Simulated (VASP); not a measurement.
# BiTe (Fm-3m) in VASP: notebook

BiTe is run at these levels: PBE; tasks: single point.

Everything below comes from runs of VASP 6.6.1. Logs are shortened: lines on timing, memory, paths and dates and some standing lists are left out, and cuts for length are marked.

### Step 1. The cell of the first run

It takes space group Fm-3m (No. 225, cubic). Conventional cell: a = 6.470 Å, b = 6.470 Å, c = 6.470 Å, α = 90.00°, β = 90.00°, γ = 90.00°. Within 4.3 Å of Bi (site symmetry m-3m) lie 6 Te at 3.23 Å. Within 4.3 Å of Te (site symmetry m-3m) lie 6 Bi at 3.23 Å.

### Step 2. Single point, PBE

Contents of INCAR:

```
SYSTEM = BiTe
PREC = Accurate ; ENCUT = 520
EDIFF = 1E-6 ; ISMEAR = 0
SIGMA = 0.1 ; LREAL = .False.
LASPH = .True. ; NELM = 60
ALGO = Normal ; ISIF = 2
LWAVE = .False. ; LCHARG = .True.
GGA = PE ; LELF = .True.
LVHAR = .True. ; NBANDS = 18
```

Contents of KPOINTS:

```
Automatic mesh
0
Gamma
  10 10 10
  0 0 0
```

Contents of POSCAR:

```
BiTe
1.0
    0.0000000000      3.2350000000      3.2350000000
    3.2350000000      0.0000000000      3.2350000000
    3.2350000000      3.2350000000      0.0000000000
Bi Te
1 1
Direct
    0.0000000000      0.0000000000      0.0000000000
    0.5000000000      0.5000000000      0.5000000000
```

Potentials or basis: VASP PAW PBE potentials, release 64 (Bi_d, Te).

Run with:

```bash
$ cat potpaw_PBE.64/Bi_d/POTCAR potpaw_PBE.64/Te/POTCAR > POTCAR
$ mpirun -np 1 vasp_std > vasp.out
```

OUTCAR:

```text
SYSTEM = BiTe
   PREC = Accurate
   ENCUT = 520
   EDIFF = 1E-6
   ISMEAR = 0
   LREAL = .False.
   LASPH = .True.
   NELM = 60
   ISIF = 2
   GGA = PE

 ion  position               nearest neighbor table
   1  0.000  0.000  0.000-   2 3.23   2 3.23   2 3.23   2 3.23   2 3.23   2 3.23
   2  0.500  0.500  0.500-   1 3.23   1 3.23   1 3.23   1 3.23   1 3.23   1 3.23

  LATTYP: Found a face centered cubic cell.
 ALAT       =     6.4700000000

  Lattice vectors:

 A1 = (   0.0000000000,   3.2350000000,   3.2350000000)
 A2 = (   3.2350000000,   0.0000000000,   3.2350000000)
 A3 = (   3.2350000000,   3.2350000000,   0.0000000000)

Analysis of symmetry for initial positions (statically):
=====================================================================
 Subroutine PRICEL returns:
 Original cell was already a primitive cell.

 Routine SETGRP: Setting up the symmetry group for a
 face centered cubic supercell.

 Subroutine GETGRP returns: Found 48 space group operations
 (whereof 48 operations were pure point group operations)
 out of a pool of 48 trial point group operations.

The static configuration has the point symmetry O_h .

Analysis of symmetry for dynamics (positions and initial velocities):
=====================================================================
 Subroutine PRICEL returns:
 Original cell was already a primitive cell.

 Routine SETGRP: Setting up the symmetry group for a
 face centered cubic supercell.

 Subroutine GETGRP returns: Found 48 space group operations
 (whereof 48 operations were pure point group operations)
 out of a pool of 48 trial point group operations.

The dynamic configuration has the point symmetry O_h .

 Subroutine INISYM returns: Found 48 space group operations
 (whereof 48 operations are pure point group operations),
 and found     1 'primitive' translations

----------------------------------------------------------------------------------------

                                     Primitive cell

  volume of cell :      67.7100

  direct lattice vectors                    reciprocal lattice vectors
     0.000000000  3.235000000  3.235000000    -0.154559505  0.154559505  0.154559505
     3.235000000  0.000000000  3.235000000     0.154559505 -0.154559505  0.154559505
     3.235000000  3.235000000  0.000000000     0.154559505  0.154559505 -0.154559505

  length of vectors
     4.574980874  4.574980874  4.574980874     0.267704916  0.267704916  0.267704916

  position of ions in fractional coordinates (direct lattice)
     0.000000000  0.000000000  0.000000000
     0.500000000  0.500000000  0.500000000

  ion indices of the primitive-cell ions
   primitive index   ion index
                 1           1
                 2           2

----------------------------------------------------------------------------------------

 KPOINTS: Automatic mesh

Automatic generation of k-mesh.
 Grid dimensions read from file:
 generate k-points for:   10   10   10

 Generating k-lattice:

  Cartesian coordinates                     Fractional coordinates (reciprocal lattice)
    -0.015455951  0.015455951  0.015455951     0.100000000  0.000000000  0.000000000
     0.015455951 -0.015455951  0.015455951     0.000000000  0.100000000  0.000000000
     0.015455951  0.015455951 -0.015455951     0.000000000  0.000000000  0.100000000

  Length of vectors
     0.026770492  0.026770492  0.026770492

  Shift w.r.t. Gamma in fractional coordinates (k-lattice)
     0.000000000  0.000000000  0.000000000

 Subroutine IBZKPT returns following result:
 ===========================================

 Found     47 irreducible k-points:

 Following reciprocal coordinates:
            Coordinates               Weight
  0.000000  0.000000  0.000000      1.000000
  0.100000  0.000000  0.000000      8.000000
  0.200000  0.000000  0.000000      8.000000
  0.300000  0.000000  0.000000      8.000000
  0.400000  0.000000  0.000000      8.000000
  0.500000  0.000000  0.000000      4.000000
[... 16 lines left out ...]
  0.300000  0.300000  0.000000      6.000000
  0.400000  0.300000  0.000000     24.000000
 [... further k-points ...]
   k-points           NKPTS =     47   k-points in BZ     NKDIM =     47   number of bands    NBANDS=     18
   number of dos      NEDOS =    301   number of ions     NIONS =      2
   total plane-waves  NPLWV =  46656
   dimension x,y,z NGX =    36 NGY =   36 NGZ =   36
   dimension x,y,z NGXF=    72 NGYF=   72 NGZF=   72
   ions per type =               1   1
   NGX,Y,Z   is equivalent  to a cutoff of  13.08, 13.08, 13.08 a.u.
   NGXF,Y,Z  is equivalent  to a cutoff of  26.16, 26.16, 26.16 a.u.
 SYSTEM =  BiTe
   PREC   = accura    normal or accurate (medium, high low for compatibility)
   ISTART =      0    job   : 0-new  1-cont  2-samecut
   ICHARG =      2    charge: 1-file 2-atom 10-const
   ISPIN  =      1    spin polarized calculation?
   LNONCOLLINEAR =      F non collinear calculations
   LSORBIT =      F    spin-orbit coupling
   LASPH  =      T    aspherical Exc in radial PAW
   ENCUT  =  520.0 eV  38.22 Ry    6.18 a.u.   8.51  8.51  8.51*2*pi/ulx,y,z
   NELM   =     60;   NELMIN=  2; NELMDL= -5     # of ELM steps
   EDIFF  = 0.1E-05   stopping-criterion for ELM
   LREAL  =      F    real-space projection
   EDIFFG = 0.1E-04   stopping-criterion for IOM
   NSW    =      0    number of steps for IOM
   IBRION =     -1    ionic relax: 0-MD 1-quasi-New 2-CG
   NFREE  =      0    steps in history (QN), initial steepest desc. (CG)
   ISIF   =      2    stress and relaxation
   ISYM   =      2    0-nonsym 1-usesym 2-fastsym
   POTIM  = 0.5000    time-step for ionic-motion
   TEBEG  =    0.0;   TEEND  =   0.0 temperature during run
   PSTRESS=    0.0 pullay stress
   NELECT =      21.0000    total number of electrons
   NUPDOWN=      -1.0000    fix difference up-down
   EMIN   =  10.00;   EMAX   =-10.00  energy-range for DOS
   EFERMI =   0.00;   METHOD = LEGACY
   ISMEAR =     0;   SIGMA  =   0.10  broadening in eV -4-tet -1-fermi 0-gaus
   EFERMI_NEDOS =   21; number of points for ismear=-14 and -15
   IALGO  =     38    algorithm
   IMIX   =      4    mixing-type and parameters
     AMIX     =   0.40;   BMIX     =  1.00
     AMIX_MAG =   1.60;   BMIX_MAG =  1.00
  volume/ion in A,a.u.               =      33.86       228.46
  Fermi-wavevector in a.u.,A,eV,Ry     =   1.108146  2.094092 16.707785  1.227988
  Thomas-Fermi vector in A             =   2.244669
   LORBIT       =      0    0 simple, 1 ext, 2 COOP (PROOUT), +10 PAW based schemes
   GGA     = PE    functional components
   LHFCALC =     F    Hartree Fock is set to
   AEXX    =    0.0000 exact exchange contribution
   IVDW    =     0    specifies the selected vdW correction
   LEPSILON=     F    determine dielectric tensor
   LRPA    =     F    only Hartree local field effects (RPA)
 non-spin polarized calculation
 Gauss-broadening in eV      SIGMA  =   0.10
  energy-cutoff  :      520.00
  volume of cell :       67.71
 maximum number of plane-waves:      1849
 NGX is ok and might be reduce to    36
   NGX = 17   NGY = 17   NGZ = 17

 number of electron      21.0000001 magnetization

 Free energy of the ion-electron system (eV)
  ---------------------------------------------------
  ext. energy  EPLUGINS =         0.00000000
  ---------------------------------------------------
  free energy    TOTEN  =        -7.17522198 eV

  energy without entropy =       -7.16728969  energy(sigma->0) =       -7.17125583

 E-fermi :   6.6497     XC(G=0):  -9.4344

 val. band max:        6.6215969015   @ k =   0.2000   0.1000   0.0000
 cond. band min:       6.6523558264   @ k =   0.5000   0.1000   0.0000
 fundamental gap:      0.0307589249
 Fermi energy:         6.6497288425

 k-point     1 :       0.0000    0.0000    0.0000
  band No.  band energies     occupation
      1     -16.5025      2.00000
      2     -16.5025      2.00000
      3     -16.4996      2.00000
      4     -16.4996      2.00000
      5     -16.4996      2.00000
      6      -6.8723      2.00000
[... 10 lines left out ...]
     17      12.7649      0.00000
     18      13.2070      0.00000

 k-point     2 :       0.1000    0.0000    0.0000
  band No.  band energies     occupation
      1     -16.5029      2.00000
      2     -16.5029      2.00000
      3     -16.4994      2.00000
      4     -16.4990      2.00000
      5     -16.4990      2.00000
      6      -6.7829      2.00000
[... 10 lines left out ...]
     17      13.3717      0.00000
     18      13.8113      0.00000

 k-point     3 :       0.2000    0.0000    0.0000
  band No.  band energies     occupation
      1     -16.5040      2.00000
      2     -16.5040      2.00000
      3     -16.4989      2.00000
      4     -16.4974      2.00000
      5     -16.4974      2.00000
      6      -6.5172      2.00000
[... 10 lines left out ...]
     17      14.7099      0.00000
     18      15.0524      0.00000

 k-point     4 :       0.3000    0.0000    0.0000
  band No.  band energies     occupation
      1     -16.5055      2.00000
      2     -16.5055      2.00000
      3     -16.4984      2.00000
      4     -16.4951      2.00000
      5     -16.4951      2.00000
      6      -6.0832      2.00000
[... 375 lines left out ...]
      4     -16.4959      2.00000
      5     -16.4943      2.00000
      6      -5.9526      2.00000
[... 10 lines left out ...]
     17      14.6228      0.00000
     18      15.9699      0.00000

 k-point    23 :       0.3000    0.3000    0.0000
  band No.  band energies     occupation
      1     -16.5114      2.00000
      2     -16.5018      2.00000
      3     -16.4996      2.00000
      4     -16.4929      2.00000
      5     -16.4929      2.00000
      6      -5.8986      2.00000
[... 10 lines left out ...]
     17      14.7120      0.00000
     18      14.7120      0.00000

 k-point    24 :       0.4000    0.3000    0.0000
  band No.  band energies     occupation
      1     -16.5129      2.00000
      2     -16.5017      2.00000
      3     -16.4997      2.00000
      4     -16.4917      2.00000
      5     -16.4914      2.00000
      6      -5.5605      2.00000
[... 10 lines left out ...]
     17      15.5943      0.00000
     18      15.6727      0.00000

 [... further k-points ...]

------------------------ aborting loop because EDIFF is reached ----------------------------------------

  FORCE on cell =-STRESS in cart. coord.  units (eV):
  Direction    XX          YY          ZZ          XY          YZ          ZX
  --------------------------------------------------------------------------------------
  -------------------------------------------------------------------------------------
  Total        0.3002101      0.3002101      0.3002101      0.0000000      0.0000000      0.0000000
  in kB        7.1036748      7.1036748      7.1036748      0.0000000      0.0000000      0.0000000
  external PRESSURE =       7.1036748 kB  Pullay stress =       0.0000000 kB

 VOLUME and BASIS-vectors are now :
 -----------------------------------------------------------------------------
  energy-cutoff  :      520.00
  volume of cell :       67.71
      direct lattice vectors                 reciprocal lattice vectors
     0.000000000  3.235000000  3.235000000    -0.154559505  0.154559505  0.154559505
     3.235000000  0.000000000  3.235000000     0.154559505 -0.154559505  0.154559505
     3.235000000  3.235000000  0.000000000     0.154559505  0.154559505 -0.154559505

 POSITION                                       TOTAL-FORCE (eV/Angst)
 -----------------------------------------------------------------------------------
      0.00000      0.00000      0.00000         0.000000      0.000000      0.000000
      3.23500      3.23500      3.23500        -0.000000     -0.000000      0.000000
 -----------------------------------------------------------------------------------
    total drift:                               -0.000000      0.000000      0.000000

  FREE ENERGIE OF THE ION-ELECTRON SYSTEM (eV)
  ---------------------------------------------------
  free  energy   TOTEN  =        -7.1752219751 eV

  energy  without entropy=       -7.1672896938  energy(sigma->0) =       -7.17125583
```

It took 79 s on 1 thread of AMD EPYC 7R13, shared host; peak memory 0.2 GiB.

What came out:

* Free energy: -7.1752 eV
* Pressure: 0.7 GPa
* Band gap on the k mesh: zero (an odd number of electrons rules out a gap without spin polarisation)

Caveat: spin-orbit coupling is left out, which moves the levels of the heavy elements.

### Step 3. Single point, PBE

Contents of INCAR:

```
SYSTEM = BiTe
  PREC = Accurate
  ENCUT = 520
  EDIFF = 1E-7
  ISMEAR = 0
  SIGMA = 0.1
  LREAL = .FALSE.
  LASPH = .TRUE.
  NELM = 100
  ALGO = Normal
  ISIF = 2
  LWAVE = .FALSE.
  LCHARG = .FALSE.
  GGA = PE
  NBANDS = 18
```

Contents of KPOINTS:

```
regular mesh
0
G
  12 12 12
  0 0 0
```

POSCAR is that of step 2.

Potentials or basis: VASP PAW PBE potentials, release 64 (Bi_d, Te).

Run with:

```bash
$ cat potpaw_PBE.64/Bi_d/POTCAR potpaw_PBE.64/Te/POTCAR > POTCAR
$ mpirun -np 1 vasp_std > vasp.out
```

It took 2.5 min on 1 thread of AMD EPYC 7R13, shared host; peak memory 0.23 GiB.

Results (log left out):

```yaml
Free_energy: -7.1772 eV
Pressure: 0.7 GPa
Band_gap_on_the_k_mesh: zero (an odd number of electrons rules out a gap without spin polarisation)
```

Levels at points of the mesh, in eV from the Fermi level:
```
           k point  band 8  band 9  band 10  band 11  band 12  band 13
(0.00, 0.00, 0.00)   -2.54   -2.54    -2.54     2.16     2.16     2.16
(0.50, 0.00, 0.00)   -1.91   -1.91    -1.59    -0.81    -0.62    -0.62
(0.50, 0.50, 0.00)   -5.65   -4.01    -4.01     2.25     3.60     3.60
```

Caveat: spin-orbit coupling is left out, which moves the levels of the heavy elements.

### Step 4. Single point, PBE

Contents of INCAR:

```
PREC = Accurate ; ENCUT = 520
EDIFF = 1E-6 ; ISMEAR = 0
SIGMA = 0.1 ; LREAL = False
LASPH = True ; NELM = 60
ALGO = Normal ; ISIF = 2
LWAVE = False ; LCHARG = True
GGA = PE ; LELF = True
LVHAR = True ; NBANDS = 18
```

Contents of KPOINTS:

```
Automatic mesh
0
Gamma
  12 12 12
```

POSCAR is that of step 3.

Potentials or basis: VASP PAW PBE potentials, release 64 (Bi_d, Te).

Run with:

```bash
$ cat potpaw_PBE.64/Bi_d/POTCAR potpaw_PBE.64/Te/POTCAR > POTCAR
$ mpirun -np 1 vasp_std > vasp.out
```

OUTCAR:

```text
PREC = Accurate
   ENCUT = 520
   EDIFF = 1E-6
   ISMEAR = 0
   LREAL = False
   LASPH = True
   NELM = 60
   ISIF = 2
   GGA = PE

 ion  position               nearest neighbor table
   1  0.000  0.000  0.000-   2 3.23   2 3.23   2 3.23   2 3.23   2 3.23   2 3.23
   2  0.500  0.500  0.500-   1 3.23   1 3.23   1 3.23   1 3.23   1 3.23   1 3.23

  LATTYP: Found a face centered cubic cell.
 ALAT       =     6.4700000000

  Lattice vectors:

 A1 = (   0.0000000000,   3.2350000000,   3.2350000000)
[... 691 lines left out ...]
------------------------ aborting loop because EDIFF is reached ----------------------------------------

  FORCE on cell =-STRESS in cart. coord.  units (eV):
  Direction    XX          YY          ZZ          XY          YZ          ZX
  --------------------------------------------------------------------------------------
  -------------------------------------------------------------------------------------
  Total        0.2712156      0.2712156      0.2712156      0.0000000      0.0000000      0.0000000
  in kB        6.4175968      6.4175968      6.4175968      0.0000000      0.0000000      0.0000000
  external PRESSURE =       6.4175968 kB  Pullay stress =       0.0000000 kB

 VOLUME and BASIS-vectors are now :
 -----------------------------------------------------------------------------
  energy-cutoff  :      520.00
  volume of cell :       67.71
      direct lattice vectors                 reciprocal lattice vectors
     0.000000000  3.235000000  3.235000000    -0.154559505  0.154559505  0.154559505
     3.235000000  0.000000000  3.235000000     0.154559505 -0.154559505  0.154559505
     3.235000000  3.235000000  0.000000000     0.154559505  0.154559505 -0.154559505

 POSITION                                       TOTAL-FORCE (eV/Angst)
 -----------------------------------------------------------------------------------
      0.00000      0.00000      0.00000        -0.000000     -0.000000      0.000000
      3.23500      3.23500      3.23500         0.000000      0.000000     -0.000000
 -----------------------------------------------------------------------------------
    total drift:                               -0.000000      0.000000      0.000000

  FREE ENERGIE OF THE ION-ELECTRON SYSTEM (eV)
  ---------------------------------------------------
  free  energy   TOTEN  =        -7.1772439995 eV

  energy  without entropy=       -7.1710215811  energy(sigma->0) =       -7.17413279
```

OSZICAR:

```text
N       E                     dE             d eps       ncg     rms          rms(c)
DAV:   1     0.160082590430E+03    0.16008E+03   -0.98704E+03  2592   0.112E+03
DAV:   2     0.509517978709E+01   -0.15499E+03   -0.15087E+03  2748   0.305E+02
DAV:   3    -0.684575223083E+01   -0.11941E+02   -0.11797E+02  3144   0.897E+01
DAV:   4    -0.718541474806E+01   -0.33966E+00   -0.33914E+00  3162   0.161E+01
DAV:   5    -0.719966561128E+01   -0.14251E-01   -0.14250E-01  3656   0.309E+00    0.643E+00
DAV:   6    -0.717311411143E+01    0.26551E-01   -0.92097E-02  3610   0.188E+00    0.394E+00
DAV:   7    -0.717728866393E+01   -0.41746E-02   -0.26093E-02  2892   0.831E-01    0.574E-01
DAV:   8    -0.717711846355E+01    0.17020E-03   -0.40180E-03  3240   0.427E-01    0.112E-01
DAV:   9    -0.717724234724E+01   -0.12388E-03   -0.37671E-04  2982   0.116E-01    0.377E-02
DAV:  10    -0.717724411365E+01   -0.17664E-05   -0.11622E-05  3510   0.208E-02    0.285E-02
DAV:  11    -0.717724399948E+01    0.11416E-06   -0.58632E-06  2790   0.137E-02
   1 F= -.71772440E+01 E0= -.71741328E+01  d E =-.622242E-02
```

It took 2 min on 1 thread of AMD EPYC 7R13, shared host; peak memory 0.23 GiB.

What came out:

```yaml
Free_energy: -7.1772 eV
Pressure: 0.6 GPa
Band_gap_on_the_k_mesh: zero (an odd number of electrons rules out a gap without spin polarisation)
```

Caveat: spin-orbit coupling is left out, which moves the levels of the heavy elements.
